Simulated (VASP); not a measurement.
# Sc12Pd in VASP: notebook

Sc12Pd is run at these levels: LDA; tasks: single point.

All numbers are computed with VASP 6.6.1; they aren't measurements. Logs are shortened: lines on timing, memory, paths and dates and some standing lists are left out, and cuts for length are marked.

### Step 1. The cell of the first run

The cell holds a slab with vacuum, 13 atoms: a = 6.620 Å, b = 6.620 Å, c = 18.276 Å, α = 90.00°, β = 90.00°, γ = 60.00°.

### Step 2. Single point, LDA

Contents of INCAR:

```
  ALGO = Normal
  EDIFF = 1E-7
  ENCUT = 520
  GGA = CA
  ISIF = 2
  ISMEAR = -1
  LASPH = T
  LCHARG = F
  LREAL = F
  LWAVE = F
  NBANDS = 83
  NELM = 80
  PREC = Accurate
  SIGMA = 0.15
```

Contents of KPOINTS:

```
k-points
0
Gamma
  3 3 1
```

Contents of POSCAR:

```
Sc12Pd
1.0
    6.6200000000      0.0000000000      0.0000000000
    3.3100000000      5.7330880000      0.0000000000
    0.0000000000      0.0000000000     18.2761400000
Sc Pd
12 1
Direct
    0.0000000000      0.0000000000      0.0547160943
    0.5000000000      0.0000000000      0.0547160943
    0.0000000000      0.5000000000      0.0547160943
    0.5000000000      0.5000000000      0.0547160943
   -0.1601050753      0.3199992744      0.1846957290
    0.3343167015      0.3311454490      0.1821825615
   -0.1708790651      0.8367412117      0.1870103862
    0.3339415146      0.8367384209      0.1870179918
    0.0212614272     -0.0428681716      0.3277977188
    0.4914958736      0.0166179204      0.3242731233
    0.0038404557      0.4912024724      0.3134042528
    0.5045816960      0.4911979373      0.3134178771
    0.2237507237      0.5520326916      0.4112703229
```

Potentials or basis: VASP PAW LDA potentials, release 64 (Sc_sv, Pd).

Started as:

```sh
> cat potpaw_LDA.64/Sc_sv/POTCAR potpaw_LDA.64/Pd/POTCAR > POTCAR
> mpirun -np 1 vasp_std > vasp.out
```

OUTCAR:

```text
EDIFF = 1E-7
   ENCUT = 520
   GGA = CA
   ISIF = 2
   ISMEAR = -1
   LASPH = T
   LREAL = F
   NELM = 80
   PREC = Accurate

 ion  position               nearest neighbor table
   1  0.000  0.000  0.055-   5 3.00   8 3.08   7 3.08   3 3.31   3 3.31   4 3.31   4 3.31   2 3.31
                             2 3.31
   2  0.500  0.000  0.055-   6 3.01   7 3.07   8 3.07   4 3.31   3 3.31   4 3.31   3 3.31   1 3.31
                             1 3.31
   3  0.000  0.500  0.055-   6 3.02   5 3.07   7 3.09   1 3.31   1 3.31   2 3.31   2 3.31   4 3.31
                             4 3.31
   4  0.500  0.500  0.055-   6 3.02   5 3.07   8 3.09   2 3.31   1 3.31   2 3.31   1 3.31   3 3.31
                             3 3.31
   5  0.840  0.320  0.185-   1 3.00  11 3.04  12 3.04   4 3.07   3 3.07   7 3.24   8 3.24   6 3.31
                             6 3.31   9 3.34   8 3.39   7 3.39
   6  0.334  0.331  0.182-   2 3.01   3 3.02   4 3.02  12 3.06  11 3.06  10 3.16   8 3.28   7 3.28
                             5 3.31   5 3.31   7 3.35   8 3.35
   7  0.829  0.837  0.187-  11 3.04   2 3.07   1 3.08   3 3.09   9 3.14  10 3.17   5 3.24   6 3.28
                             8 3.28   8 3.34   6 3.35   5 3.39
   8  0.334  0.837  0.187-  12 3.04   2 3.07   1 3.08   4 3.09   9 3.14  10 3.17   5 3.24   6 3.28
                             7 3.28   7 3.34   6 3.35   5 3.39
   9  0.021  0.957  0.328-  13 2.78   7 3.14   8 3.14  12 3.15  11 3.15  10 3.33  10 3.33   5 3.34

  10  0.491  0.017  0.324-   6 3.16   8 3.17   7 3.17  11 3.19  12 3.19   9 3.33   9 3.33
  11  0.004  0.491  0.313-  13 2.46   5 3.04   7 3.04   6 3.06   9 3.15  10 3.19  12 3.31  12 3.31

  12  0.505  0.491  0.313-  13 2.46   5 3.04   8 3.04   6 3.06   9 3.15  10 3.19  11 3.31  11 3.31

  13  0.224  0.552  0.411-  11 2.46  12 2.46   9 2.78

  LATTYP: Found a hexagonal cell.
 ALAT       =     6.6199998501
 C/A-ratio  =     2.7607462861

  Lattice vectors:

 A1 = (  -3.3100000000,  -5.7330880000,   0.0000000000)
 A2 = (   6.6200000000,   0.0000000000,   0.0000000000)
 A3 = (   0.0000000000,   0.0000000000,  18.2761400000)

Analysis of symmetry for initial positions (statically):
=====================================================================
 Subroutine PRICEL returns:
 Original cell was already a primitive cell.

 Routine SETGRP: Setting up the symmetry group for a
 hexagonal supercell.

 Subroutine GETGRP returns: Found  1 space group operations
 (whereof  1 operations were pure point group operations)
 out of a pool of 24 trial point group operations.

The static configuration has the point symmetry C_1 .

Analysis of symmetry for dynamics (positions and initial velocities):
=====================================================================
 Subroutine PRICEL returns:
 Original cell was already a primitive cell.

 Routine SETGRP: Setting up the symmetry group for a
 hexagonal supercell.

 Subroutine GETGRP returns: Found  1 space group operations
 (whereof  1 operations were pure point group operations)
 out of a pool of 24 trial point group operations.

The dynamic configuration has the point symmetry C_1 .

 Subroutine INISYM returns: Found  1 space group operations
 (whereof  1 operations are pure point group operations),
 and found     1 'primitive' translations

----------------------------------------------------------------------------------------

                                     Primitive cell

  volume of cell :     693.6351

  direct lattice vectors                    reciprocal lattice vectors
     6.620000000  0.000000000  0.000000000     0.151057402 -0.087213034  0.000000000
     3.310000000  5.733088000  0.000000000     0.000000000  0.174426068  0.000000000
     0.000000000  0.000000000 18.276140000     0.000000000  0.000000000  0.054716149

  length of vectors
     6.620000000  6.619999850 18.276140000     0.174426065  0.174426068  0.054716149

  position of ions in fractional coordinates (direct lattice)
     0.000000000  0.000000000  0.054716094
     0.500000000  0.000000000  0.054716094
     0.000000000  0.500000000  0.054716094
     0.500000000  0.500000000  0.054716094
     0.839894925  0.319999274  0.184695729
     0.334316702  0.331145449  0.182182561
[... 25 lines left out ...]

 KPOINTS: k-points

Automatic generation of k-mesh.
 Grid dimensions read from file:
 generate k-points for:    3    3    1

 Generating k-lattice:

  Cartesian coordinates                     Fractional coordinates (reciprocal lattice)
     0.050352467 -0.029071011  0.000000000     0.333333333  0.000000000  0.000000000
     0.000000000  0.058142023  0.000000000     0.000000000  0.333333333  0.000000000
     0.000000000  0.000000000  0.054716149     0.000000000  0.000000000  1.000000000

  Length of vectors
     0.058142022  0.058142023  0.054716149

  Shift w.r.t. Gamma in fractional coordinates (k-lattice)
     0.000000000  0.000000000  0.000000000

 Subroutine IBZKPT returns following result:
 ===========================================

 Found      5 irreducible k-points:

 Following reciprocal coordinates:
            Coordinates               Weight
  0.000000  0.000000  0.000000      1.000000
  0.333333 -0.000000  0.000000      2.000000
  0.333333  0.333333  0.000000      2.000000
  0.000000  0.333333  0.000000      2.000000
 -0.333333  0.333333  0.000000      2.000000
   k-points           NKPTS =      5   k-points in BZ     NKDIM =      5   number of bands    NBANDS=     83
   number of dos      NEDOS =    301   number of ions     NIONS =     13
   total plane-waves  NPLWV = 350000
   dimension x,y,z NGX =    50 NGY =   50 NGZ =  140
   dimension x,y,z NGXF=   100 NGYF=  100 NGZF=  280
   ions per type =              12   1
   NGX,Y,Z   is equivalent  to a cutoff of  12.56, 12.56, 12.73 a.u.
   NGXF,Y,Z  is equivalent  to a cutoff of  25.11, 25.11, 25.47 a.u.
 SYSTEM =  unknown system
   PREC   = accura    normal or accurate (medium, high low for compatibility)
   ISTART =      0    job   : 0-new  1-cont  2-samecut
   ICHARG =      2    charge: 1-file 2-atom 10-const
   ISPIN  =      1    spin polarized calculation?
   LNONCOLLINEAR =      F non collinear calculations
   LSORBIT =      F    spin-orbit coupling
   LASPH  =      T    aspherical Exc in radial PAW
   ENCUT  =  520.0 eV  38.22 Ry    6.18 a.u.  12.31 12.31 33.98*2*pi/ulx,y,z
   NELM   =     80;   NELMIN=  2; NELMDL= -5     # of ELM steps
   EDIFF  = 0.1E-06   stopping-criterion for ELM
   LREAL  =      F    real-space projection
   EDIFFG = 0.1E-05   stopping-criterion for IOM
   NSW    =      0    number of steps for IOM
   IBRION =     -1    ionic relax: 0-MD 1-quasi-New 2-CG
   NFREE  =      0    steps in history (QN), initial steepest desc. (CG)
   ISIF   =      2    stress and relaxation
   ISYM   =      2    0-nonsym 1-usesym 2-fastsym
   POTIM  = 0.5000    time-step for ionic-motion
   TEBEG  =    0.0;   TEEND  =   0.0 temperature during run
   PSTRESS=    0.0 pullay stress
   NELECT =     142.0000    total number of electrons
   NUPDOWN=      -1.0000    fix difference up-down
   EMIN   =  10.00;   EMAX   =-10.00  energy-range for DOS
   EFERMI =   0.00;   METHOD = LEGACY
   ISMEAR =    -1;   SIGMA  =   0.15  broadening in eV -4-tet -1-fermi 0-gaus
   EFERMI_NEDOS =   21; number of points for ismear=-14 and -15
   IALGO  =     38    algorithm
   IMIX   =      4    mixing-type and parameters
     AMIX     =   0.40;   BMIX     =  1.00
     AMIX_MAG =   1.60;   BMIX_MAG =  1.00
  volume/ion in A,a.u.               =      53.36       360.07
  Fermi-wavevector in a.u.,A,eV,Ry     =   0.964852  1.823305 12.666193  0.930939
  Thomas-Fermi vector in A             =   2.094518
   LORBIT       =      0    0 simple, 1 ext, 2 COOP (PROOUT), +10 PAW based schemes
   GGA     = CA    functional components
   LHFCALC =     F    Hartree Fock is set to
   AEXX    =    0.0000 exact exchange contribution
   IVDW    =     0    specifies the selected vdW correction
   LEPSILON=     F    determine dielectric tensor
   LRPA    =     F    only Hartree local field effects (RPA)
 non-spin polarized calculation
  energy-cutoff  :      520.00
  volume of cell :      693.64
 maximum number of plane-waves:     18727
 NGX is ok and might be reduce to    50
   NGX = 25   NGY = 25   NGZ = 67

 number of electron     141.9999996 magnetization

 Free energy of the ion-electron system (eV)
  ---------------------------------------------------
  ext. energy  EPLUGINS =         0.00000000
  ---------------------------------------------------
  free energy    TOTEN  =       -82.02218756 eV

  energy without entropy =      -80.24693021  energy(sigma->0) =      -81.13455889

 E-fermi :  -0.3627     XC(G=0):  -5.5778

 val. band max:       -0.3682839157   @ k =   0.0000   0.3333   0.0000
 cond. band min:      -0.3516010621   @ k =   0.3333  -0.0000   0.0000
 fundamental gap:      0.0166828536
 Fermi energy:        -0.3626543818

 k-point     1 :       0.0000    0.0000    0.0000
  band No.  band energies     occupation
      1     -49.5750      2.00000
      2     -49.4845      2.00000
      3     -49.4163      2.00000
      4     -49.3868      2.00000
      5     -49.3737      2.00000
      6     -49.3641      2.00000
[... 419 lines left out ...]
     82       0.3692      0.01509
     83       0.4114      0.01141

------------------------ aborting loop because EDIFF is reached ----------------------------------------

  FORCE on cell =-STRESS in cart. coord.  units (eV):
  Direction    XX          YY          ZZ          XY          YZ          ZX
  --------------------------------------------------------------------------------------
  -------------------------------------------------------------------------------------
  Total       -6.1856477     -9.4725014      0.2428564     -0.0010972      0.4540234      0.0118882
  in kB      -14.2877779    -21.8798422      0.5609564     -0.0025342      1.0487156      0.0274598
  external PRESSURE =     -11.8688879 kB  Pullay stress =       0.0000000 kB

 VOLUME and BASIS-vectors are now :
 -----------------------------------------------------------------------------
  energy-cutoff  :      520.00
  volume of cell :      693.64
      direct lattice vectors                 reciprocal lattice vectors
     6.620000000  0.000000000  0.000000000     0.151057402 -0.087213034  0.000000000
     3.310000000  5.733088000  0.000000000     0.000000000  0.174426068  0.000000000
     0.000000000  0.000000000 18.276140000     0.000000000  0.000000000  0.054716149

 POSITION                                       TOTAL-FORCE (eV/Angst)
 -----------------------------------------------------------------------------------
      0.00000      0.00000      1.00000        -0.000553     -0.028917     -0.017703
      3.31000      0.00000      1.00000        -0.000630     -0.016844     -0.060174
      1.65500      2.86654      1.00000        -0.062902     -0.001297      0.015158
      4.96500      2.86654      1.00000         0.061316     -0.001326      0.015424
      6.61930      1.83458      3.37553         0.000132     -0.002808      0.002420
      3.30927      1.89849      3.32959         0.000504     -0.003899      0.004773
      8.25839      4.79711      3.41783        -0.000746     -0.003551      0.001217
      4.98030      4.79710      3.41797         0.001093     -0.003728      0.000896
      3.30886      5.48732      5.99088        -0.000017     -0.001678      0.004832
      3.30871      0.09527      5.92646         0.000727     -0.011561      0.008104
      1.65130      2.81611      5.72782        -0.037177     -0.016878     -0.031995
      4.96620      2.81608      5.72807         0.037748     -0.016984     -0.031947
      3.30846      3.16485      7.51643         0.000504      0.109470      0.088993
 -----------------------------------------------------------------------------------
    total drift:                               -0.000039     -0.000203     -0.000697

  FREE ENERGIE OF THE ION-ELECTRON SYSTEM (eV)
  ---------------------------------------------------
  free  energy   TOTEN  =       -82.0221875616 eV

  energy  without entropy=      -80.2469302135  energy(sigma->0) =      -81.13455889
```

It took 23 min on 1 thread of Intel Xeon Platinum 8259CL at 2.50GHz (Skylake/Cascade Lake), shared host; peak memory 0.66 GiB.

Results:

```
Free energy            : -82.0222 eV
Largest force          : 0.141 eV/Å
Band gap on the k mesh : zero (bands 71 and 72 overlap by 0.09 eV)
```

Forces on the atoms (eV/Å):
```
Sc  -0.001 -0.029 -0.018
Sc  -0.001 -0.017 -0.060
Sc  -0.063 -0.001  0.015
Sc   0.061 -0.001  0.015
Sc   0.000 -0.003  0.002
Sc   0.001 -0.004  0.005
Sc  -0.001 -0.004  0.001
Sc   0.001 -0.004  0.001
Sc   0.000 -0.002  0.005
Sc   0.001 -0.012  0.008
Sc  -0.037 -0.017 -0.032
Sc   0.038 -0.017 -0.032
Pd   0.001  0.109  0.089
```

Levels at points of the mesh, in eV from the Fermi level:
| k point | band 69 | band 70 | band 71 | band 72 | band 73 | band 74 |
| --- | --- | --- | --- | --- | --- | --- |
| (0.00, 0.00, 0.00) | -0.30 | -0.28 | -0.28 | -0.10 | 0.13 | 0.55 |

Caveat: the k points lie up to 0.37 Å⁻¹ apart.

### Step 3. Single point, LDA

Contents of INCAR:

```
SYSTEM = Sc12Pd
PREC = Accurate
ENCUT = 520
EDIFF = 1E-6
ISMEAR = -1
SIGMA = 0.15
LREAL = .FALSE.
LASPH = .TRUE.
NELM = 80
ALGO = Normal
ISIF = 2
LWAVE = .FALSE.
LCHARG = .TRUE.
GGA = CA
LELF = .TRUE.
LVHAR = .TRUE.
NBANDS = 83
```

Contents of KPOINTS:

```
regular mesh
0
G
  3 3 1
  0 0 0
```

Contents of POSCAR:

```
Sc12Pd
1.0
    6.6200000000      0.0000000000      0.0000000000
    3.3100000000      5.7330880000      0.0000000000
    0.0000000000      0.0000000000     18.2761400000
Sc Pd
12 1
Direct
    0.0000000000      0.0000000000      0.0547160943
    0.5000000000      0.0000000000      0.0547160943
    0.0000000000      0.5000000000      0.0547160943
    0.5000000000      0.5000000000      0.0547160943
   -0.1618958623      0.3233953499      0.1851393675
    0.3318338843      0.3360213553      0.1813690965
   -0.1716955634      0.8411491329      0.1873530735
    0.3302828417      0.8410847697      0.1873831126
    0.0109761791     -0.0224707871      0.3265009460
    0.4854749507      0.0284781953      0.3245581397
   -0.0022486784      0.4999611030      0.3133158315
    0.5016880287      0.4998979607      0.3134034867
    0.2868961750      0.4252097648      0.4100835844
```

Potentials or basis: VASP PAW LDA potentials, release 64 (Sc_sv, Pd).

Started as:

```sh
> cat potpaw_LDA.64/Sc_sv/POTCAR potpaw_LDA.64/Pd/POTCAR > POTCAR
> mpirun -np 1 vasp_std > vasp.out
```

Wall time 18 min (1 thread of Intel Xeon Platinum 8259CL at 2.50GHz (Skylake/Cascade Lake), shared host); peak memory 0.65 GiB.

Results (log left out):

| Property | Result |
| --- | --- |
| Free energy | -82.0195 eV |
| Largest force | 0.153 eV/Å |
| Band gap on the k mesh | zero (bands 71 and 72 overlap by 0.13 eV) |

Forces in eV/Å, atoms in the order of the input:
```
Sc  -0.001 -0.017  0.003
Sc  -0.001  0.013 -0.050
Sc  -0.047  0.028  0.006
Sc   0.044  0.027  0.006
Sc   0.001  0.003  0.005
Sc   0.001  0.004  0.001
Sc   0.003  0.004  0.002
Sc  -0.002  0.005  0.001
Sc   0.000  0.022  0.006
Sc   0.000 -0.010 -0.005
Sc  -0.049  0.017 -0.036
Sc   0.051  0.018 -0.038
Pd   0.001 -0.114  0.102
```

Levels at points of the mesh, in eV from the Fermi level:
```csv
k point,band 68,band 69,band 70,band 71,band 72,band 73,band 74,band 75
"(0.00, 0.00, 0.00)",-0.31,-0.29,-0.27,-0.23,-0.16,0.13,0.54,0.59
```

Caveat: the k points lie up to 0.37 Å⁻¹ apart.
